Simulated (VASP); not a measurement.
# GaSb (xso) (F-43m) in VASP: a series of runs

GaSb (xso) is run at these levels: PBEsol; tasks: single point.

All numbers are computed with VASP 6.6.1; they aren't measurements. Logs are shortened: lines on timing, memory, paths and dates and some standing lists are left out, and cuts for length are marked.

## (1) The cell of the first run

It takes space group F-43m (No. 216, cubic). Conventional cell: a = 6.096 Å, b = 6.096 Å, c = 6.096 Å, α = 90.00°, β = 90.00°, γ = 90.00°. Within 3.5 Å of Ga (site symmetry -43m) lie 4 Sb at 2.64 Å. Within 3.5 Å of Sb (site symmetry -43m) lie 4 Ga at 2.64 Å.

## (2) Single point, PBEsol, non-collinear spin, zero start, spin-orbit coupling

The input, INCAR:

```
SYSTEM = GaSb
PREC     = Accurate       ! precision mode
ENCUT    = 500            ! plane-wave cutoff, eV
EDIFF    = 1E-6           ! SCF threshold, eV
ISMEAR   = 0              ! smearing method
SIGMA    = 0.01           ! smearing width, eV
LREAL    = .FALSE.        ! projectors in reciprocal space
LASPH    = .TRUE.         ! aspherical terms in the spheres
NELM     = 200            ! most SCF steps
ALGO     = Normal         ! electronic algorithm
ISIF     = 2              ! what is computed and relaxed
LWAVE    = .FALSE.        ! write WAVECAR
LCHARG   = .TRUE.         ! write CHGCAR
LNONCOLLINEAR= .TRUE.         ! non-collinear magnetism
MAGMOM   = 0 0 0 0 0 0    ! initial moments
LORBIT   = 11             ! projections on sites
LSORBIT  = .TRUE.         ! spin-orbit coupling
GGA_COMPAT= .FALSE.      
LORBMOM  = .TRUE.       
GGA      = PS             ! functional
LVHAR    = .TRUE.       
NBANDS   = 30             ! bands
```

The input, KPOINTS:

```
regular mesh
0
G
  10 10 10
  0 0 0
```

The input, POSCAR:

```
GaSb
1.0
    0.0000000000      3.0480000000      3.0480000000
    3.0480000000      0.0000000000      3.0480000000
    3.0480000000      3.0480000000      0.0000000000
Ga Sb
1 1
Direct
    0.0000000000      0.0000000000      0.0000000000
    0.2500000000      0.2500000000      0.2500000000
```

Potentials or basis: VASP PAW PBE potentials, release 64 (Ga_d, Sb).

Command:

```sh
$ cat potpaw_PBE.64/Ga_d/POTCAR potpaw_PBE.64/Sb/POTCAR > POTCAR
$ mpirun -np 1 vasp_ncl > vasp.out
```

OUTCAR:

```text
SYSTEM = GaSb
   PREC = Accurate
   ENCUT = 500
   EDIFF = 1E-6
   ISMEAR = 0
   LREAL = .FALSE.
   LASPH = .TRUE.
   NELM = 200
   ISIF = 2
   LNONCOLLINEAR = .TRUE.
   LORBIT = 11
   LSORBIT = .TRUE.
   GGA = PS

 ion  position               nearest neighbor table
   1  0.000  0.000  0.000-   2 2.64   2 2.64   2 2.64   2 2.64
   2  0.250  0.250  0.250-   1 2.64   1 2.64   1 2.64   1 2.64

  LATTYP: Found a face centered cubic cell.
 ALAT       =     6.0960000000

  Lattice vectors:

 A1 = (   0.0000000000,   3.0480000000,   3.0480000000)
 A2 = (   3.0480000000,   0.0000000000,   3.0480000000)
 A3 = (   3.0480000000,   3.0480000000,   0.0000000000)

Analysis of symmetry for initial positions (statically):
=====================================================================
 Subroutine PRICEL returns:
 Original cell was already a primitive cell.

 Routine SETGRP: Setting up the symmetry group for a
 face centered cubic supercell.

 Subroutine GETGRP returns: Found 24 space group operations
 (whereof 24 operations were pure point group operations)
 out of a pool of 48 trial point group operations.

The static configuration has the point symmetry T_d .

Analysis of symmetry for dynamics (positions and initial velocities):
=====================================================================
 Subroutine PRICEL returns:
 Original cell was already a primitive cell.

 Routine SETGRP: Setting up the symmetry group for a
 face centered cubic supercell.

 Subroutine GETGRP returns: Found 24 space group operations
 (whereof 24 operations were pure point group operations)
 out of a pool of 48 trial point group operations.

The dynamic configuration has the point symmetry T_d .

Analysis of structural, dynamic, and magnetic symmetry:
=====================================================================
 Subroutine PRICEL returns:
 Original cell was already a primitive cell.

 Routine SETGRP: Setting up the symmetry group for a
 face centered cubic supercell.

 Subroutine GETGRP returns: Found 24 space group operations
 (whereof 24 operations were pure point group operations)
 out of a pool of 48 trial point group operations.

The overall configuration has the point symmetry T_d .

 Subroutine INISYM returns: Found 24 space group operations
 (whereof 24 operations are pure point group operations),
 and found     1 'primitive' translations

----------------------------------------------------------------------------------------
[... 970 lines left out ...]
 -----------------------------------------------------------------------------------
    total drift:                                0.000000      0.000000      0.000000

  FREE ENERGIE OF THE ION-ELECTRON SYSTEM (eV)
  ---------------------------------------------------
  free  energy   TOTEN  =        -8.2199369657 eV

  energy  without entropy=       -8.2199256819  energy(sigma->0) =       -8.21993132

 orbital moment (x)

 # of ion     p       d       tot
 ----------------------------------------
  1        -0.000  -0.000  -0.000
  2         0.000  -0.000   0.000
 ----------------------------------------
           -0.000  -0.000  -0.000

 orbital moment (y)

 # of ion     p       d       tot
 ----------------------------------------
  1        -0.000  -0.000  -0.000
  2         0.000   0.000   0.000
 ----------------------------------------
            0.000  -0.000  -0.000

 orbital moment (z)

 # of ion     p       d       tot
 ----------------------------------------
  1        -0.000   0.000  -0.000
  2         0.000   0.000   0.000
 ----------------------------------------
           -0.000   0.000  -0.000

 Spin-Orbit-Coupling matrix elements

 Ion:    1  E_soc:     -0.0127474
 l=   1
     0.0000000    -0.0013068    -0.0013068
    -0.0013068     0.0000000    -0.0013068
    -0.0013068    -0.0013068     0.0000000
 l=   2
     0.0000000    -0.0001535     0.0000000    -0.0001535    -0.0006642
    -0.0001535     0.0000000    -0.0004981    -0.0001535    -0.0001660
     0.0000000    -0.0004981     0.0000000    -0.0004981     0.0000000
    -0.0001535    -0.0001535    -0.0004981     0.0000000    -0.0001660
    -0.0006642    -0.0001660     0.0000000    -0.0001660     0.0000000
 l=   3
     0.0000000     0.0000000     0.0000000     0.0000000     0.0000000     0.0000000     0.0000000
     0.0000000     0.0000000     0.0000000     0.0000000     0.0000000     0.0000000     0.0000000
     0.0000000     0.0000000     0.0000000     0.0000000     0.0000000     0.0000000     0.0000000
     0.0000000     0.0000000     0.0000000     0.0000000     0.0000000     0.0000000     0.0000000
     0.0000000     0.0000000     0.0000000     0.0000000     0.0000000     0.0000000     0.0000000
     0.0000000     0.0000000     0.0000000     0.0000000     0.0000000     0.0000000     0.0000000
     0.0000000     0.0000000     0.0000000     0.0000000     0.0000000     0.0000000     0.0000000

 Ion:    2  E_soc:     -0.1237537
 l=   1
     0.0000000    -0.0204793    -0.0204793
    -0.0204793     0.0000000    -0.0204793
    -0.0204793    -0.0204793     0.0000000
 l=   2
     0.0000000    -0.0000560     0.0000000    -0.0000560    -0.0000904
    -0.0000560     0.0000000    -0.0000678    -0.0000560    -0.0000226
     0.0000000    -0.0000678     0.0000000    -0.0000678     0.0000000
    -0.0000560    -0.0000560    -0.0000678     0.0000000    -0.0000226
    -0.0000904    -0.0000226     0.0000000    -0.0000226     0.0000000
 l=   3
     0.0000000     0.0000000     0.0000000     0.0000000     0.0000000     0.0000000     0.0000000
     0.0000000     0.0000000     0.0000000     0.0000000     0.0000000     0.0000000     0.0000000
     0.0000000     0.0000000     0.0000000     0.0000000     0.0000000     0.0000000     0.0000000
     0.0000000     0.0000000     0.0000000     0.0000000     0.0000000     0.0000000     0.0000000
     0.0000000     0.0000000     0.0000000     0.0000000     0.0000000     0.0000000     0.0000000
     0.0000000     0.0000000     0.0000000     0.0000000     0.0000000     0.0000000     0.0000000
     0.0000000     0.0000000     0.0000000     0.0000000     0.0000000     0.0000000     0.0000000

 total charge

# of ion       s       p       d       tot
------------------------------------------
    1        0.911   0.774   9.964  11.649
    2        1.131   1.343   0.028   2.502
--------------------------------------------------
tot          2.042   2.117   9.992  14.151

 magnetization (x)

# of ion       s       p       d       tot
------------------------------------------
    1        0.000   0.000   0.000   0.000
    2       -0.000   0.000   0.000   0.000
--------------------------------------------------
tot          0.000   0.000   0.000   0.000

 magnetization (y)

# of ion       s       p       d       tot
------------------------------------------
    1       -0.000   0.000   0.000  -0.000
    2       -0.000  -0.000   0.000  -0.000
--------------------------------------------------
tot         -0.000  -0.000   0.000  -0.000

 magnetization (z)

# of ion       s       p       d       tot
------------------------------------------
    1        0.000   0.000   0.000   0.000
    2       -0.000  -0.000   0.000  -0.000
--------------------------------------------------
tot          0.000  -0.000   0.000  -0.000
```

OSZICAR:

```text
N       E                     dE             d eps       ncg     rms          rms(c)
DAV:   1     0.122450463674E+03    0.12245E+03   -0.78226E+03  4710   0.147E+03
DAV:   2     0.700832132178E+01   -0.11544E+03   -0.11023E+03  4746   0.403E+02
DAV:   3    -0.782598174336E+01   -0.14834E+02   -0.14660E+02  5158   0.108E+02
DAV:   4    -0.831121140538E+01   -0.48523E+00   -0.48429E+00  5230   0.214E+01
DAV:   5    -0.832309922966E+01   -0.11888E-01   -0.11886E-01  5322   0.322E+00    0.361E+00
DAV:   6    -0.824625169387E+01    0.76848E-01   -0.88941E-02  6442   0.537E+00    0.207E+00
DAV:   7    -0.822089153288E+01    0.25360E-01   -0.36787E-02  5214   0.173E+00    0.129E+00
DAV:   8    -0.821949199514E+01    0.13995E-02   -0.54167E-03  5108   0.603E-01    0.259E-01
DAV:   9    -0.821977336174E+01   -0.28137E-03   -0.72787E-04  5336   0.303E-01    0.621E-02
DAV:  10    -0.821990462394E+01   -0.13126E-03   -0.15011E-04  4908   0.101E-01    0.160E-02
DAV:  11    -0.821993693366E+01   -0.32310E-04   -0.33614E-05  4884   0.473E-02    0.103E-02
DAV:  12    -0.821993696566E+01   -0.32002E-07   -0.22029E-06  5040   0.145E-02
   1 F= -.82199370E+01 E0= -.82199313E+01  d E =-.112838E-04  mag=    -0.0000    -0.0000     0.0000
```

Run time: 4.2 min. Hardware: 1 thread of Intel Xeon 6975P-C, shared host; peak memory 0.4 GiB.

What came out:

* Free energy: -8.2199 eV
* Pressure: 0.5 GPa
* Net moment: 0.00 μB per cell
* Valence electrons inside the program's atomic spheres: Ga 11.65; Sb 2.50

Moments on the atoms (μB; x, y, z):
```
Ga  0.00 0.00 0.00
Sb  0.00 0.00 0.00
```

Caveat: the PAW data sets were made with another functional, which shifts forces and pressure a little.

## (3) Single point, PBEsol, non-collinear spin, zero start, spin-orbit coupling

The input, INCAR:

```
PREC = Accurate
ENCUT = 500
EDIFF = 1E-6
ISMEAR = 0
SIGMA = 0.01
LREAL = F
LASPH = T
NELM = 200
ALGO = Normal
ISIF = 2
LWAVE = F
LCHARG = F
LNONCOLLINEAR = T
MAGMOM = 0 0 0 0 0 0
LORBIT = 11
LSORBIT = T
GGA_COMPAT = F
LORBMOM = T
GGA = PS
NBANDS = 30
```

The input, KPOINTS:

```
regular mesh
0
Gamma
  10 10 10
```

POSCAR is that of step 2.

Potentials or basis: VASP PAW PBE potentials, release 64 (Ga_d, Sb).

Command:

```sh
$ cat potpaw_PBE.64/Ga_d/POTCAR potpaw_PBE.64/Sb/POTCAR > POTCAR
$ mpirun -np 1 vasp_ncl > vasp.out
```

It took 4.3 min on 1 thread of Intel Xeon 6975P-C, shared host; peak memory 0.41 GiB.

It converged, with:

```
Free energy                                           : -8.2199 eV
Pressure                                              : 0.5 GPa
Net moment                                            : 0.00 μB per cell
Valence electrons inside the program's atomic spheres : Ga 11.65; Sb 2.50
```

Moments on the atoms (μB; x, y, z):
```
Ga  0.00 0.00 0.00
Sb  0.00 0.00 0.00
```

Caveat: the PAW data sets were made with another functional, which shifts forces and pressure a little.
